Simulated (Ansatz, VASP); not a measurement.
One calculation of SiW12, two programs

File INCAR:

```
SYSTEM = SiW12
PREC     = Accurate       ! precision mode
ENCUT    = 520            ! plane-wave cutoff, eV
EDIFF    = 1E-6           ! SCF threshold, eV
ISMEAR   = 0              ! smearing method
SIGMA    = 0.1            ! smearing width, eV
LREAL    = .FALSE.        ! projectors in reciprocal space
LASPH    = .TRUE.         ! aspherical terms in the spheres
NELM     = 80             ! most SCF steps
ALGO     = Normal         ! electronic algorithm
ISIF     = 2              ! what is computed and relaxed
LWAVE    = .FALSE.        ! write WAVECAR
LCHARG   = .FALSE.        ! write CHGCAR
LDIPOL   = .TRUE.       
IDIPOL   = 3            
DIPOL    = 0.5 0.5 0.302
GGA      = PE             ! functional
IVDW     = 12             ! dispersion correction
NBANDS   = 98             ! bands
```

Contents of KPOINTS:

```
Automatic mesh
0
G
  5 5 1
  0 0 0
```

File POSCAR:

```
SiW12
1.0
    5.6644156868      0.0000000000      0.0000000000
    0.0000000000      5.6644156868      0.0000000000
    0.0000000000      0.0000000000     21.1500668291
W Si
12 1
Direct
    0.2500000000      0.2500000000      0.1891246979
    0.2500000000      0.7500000000      0.1891246979
    0.7500000000      0.2500000000      0.1891246979
    0.7500000000      0.7500000000      0.1891246979
    0.0000000000      0.0000000000      0.2848852803
    0.0000000000      0.5000000000      0.2848852803
    0.5000000000      0.0000000000      0.2848852803
    0.5000000000      0.5000000000      0.2848852803
    0.2500000000      0.2500000000      0.3806166143
    0.2500000000      0.7500000000      0.3806166143
    0.7500000000      0.2500000000      0.3806166143
    0.7500000000      0.7500000000      0.3806166143
    0.2500000000      0.4166666667      0.5130039029
```

Input for Ansatz:

```yaml
crystal:
  lattice:
    - [5.6644156868, 0.0, 0.0]
    - [0.0, 5.6644156868, 0.0]
    - [0.0, 0.0, 21.1500668291]
  atoms:
    - { symbol: W, position: [0.25, 0.25, 0.1891246979] }
    - { symbol: W, position: [0.25, 0.75, 0.1891246979] }
    - { symbol: W, position: [0.75, 0.25, 0.1891246979] }
    - { symbol: W, position: [0.75, 0.75, 0.1891246979] }
    - { symbol: W, position: [0.0, 0.0, 0.2848852803] }
    - { symbol: W, position: [0.0, 0.5, 0.2848852803] }
    - { symbol: W, position: [0.5, 0.0, 0.2848852803] }
    - { symbol: W, position: [0.5, 0.5, 0.2848852803] }
    - { symbol: W, position: [0.25, 0.25, 0.3806166143] }
    - { symbol: W, position: [0.25, 0.75, 0.3806166143] }
    - { symbol: W, position: [0.75, 0.25, 0.3806166143] }
    - { symbol: W, position: [0.75, 0.75, 0.3806166143] }
    - { symbol: Si, position: [0.25, 0.4166666667, 0.5130039029] }
basis:
  ecutwfc: 420
kpoints:
  mp_grid: { grid: [5, 5, 1] }
hamiltonian:
  xc: pbe
  pseudopotentials: { kind: paw, azcp: { folder: soft_1 } }
  dispersion: d3bj
scf:
  occupations: { method: gaussian, width: 0.1 }
output:
  forces: true
  eigenvalues: true
  write_density: true
  write_potential: true
  elf: true
  volumetric_format: npy
efield:
  axis: 3
  dipole_correction: true
  ramp_width: 0.04
```

Alike in both runs: task single point; functional PBE; dispersion D3(BJ); k mesh 5 × 5 × 1; occupations gaussian, width 0.1 eV; no spin polarisation.

|  | VASP | Ansatz |
| --- | --- | --- |
| version | VASP 6.6.1 | Ansatz 0.2.0 |
| potentials or method | VASP PAW PBE potentials, release 64 (W_sv, Si), cutoff 520 eV | scalar-relativistic, plane waves, PAW |
| valence electrons in the cell | 172 | 172 |

VASP gave:

| Property | Result |
| --- | --- |
| gap on the k mesh at the Fermi level (eV) | none |
| rms of the force components (eV/Å) | 0.631 |

**Question.** What did Ansatz give for the same quantities?

**Answer.** gap on the k mesh at the Fermi level (eV): none; rms of the force components (eV/Å): 0.627.

Atom by atom the forces differ by 0.014 eV/Å (rms over components). A gap of «none» marks a metal or a gap that the smearing closes. Ansatz's warnings: xc potential rough in thin density.

Neither program's run includes spin-orbit coupling.
